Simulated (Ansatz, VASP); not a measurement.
# HgTe in VASP and in Ansatz

```
Te Hg
1.0
     4.70197    0.00000    0.00000
     0.00000    4.70197    0.00000
     0.00000    0.00000   26.63679
Te Hg
4 4
Direct
  0.00000 0.50000 0.28408
  0.50000 0.00000 0.40815
  0.00000 0.50000 0.53308
  0.50000 0.00000 0.65842
  0.50000 0.50000 0.33944
  0.00000 0.00000 0.46615
  0.50000 0.50000 0.59185
  0.00000 0.00000 0.71884
```

Alike in both runs: functional PBE; k mesh 8 × 8 × 1; occupations gaussian, width 0.1 eV; no spin polarisation.

Ansatz relaxed the structure, and its values are those at the end. VASP's run is a single point on that final structure, the one shown.

|  | VASP | Ansatz |
| --- | --- | --- |
| version | VASP 6.6.1 | Ansatz 0.2.0 |
| potentials or method | VASP PAW PBE potentials, release 64 (Te, Hg), cutoff 520 eV | scalar-relativistic, plane waves, PAW |
| valence electrons in the cell | 72 | 144 |

|  | VASP | Ansatz | Ansatz less VASP |
| --- | --- | --- | --- |
| gap on the k mesh at the Fermi level (eV) | none | none | - |
| rms of the force components (eV/Å) | 0.005 | 0.002 | -0.0030 |

A gap of «none» marks a metal or a gap that the smearing closes. The functional is the same, so the differences come from potentials, cutoffs and numerics. VASP's potentials hold 72 valence electrons a cell and Ansatz's 144, so a difference there can come from the potentials and not from the codes. Ansatz's warnings: xc potential rough in thin density.

Neither program's run includes spin-orbit coupling.
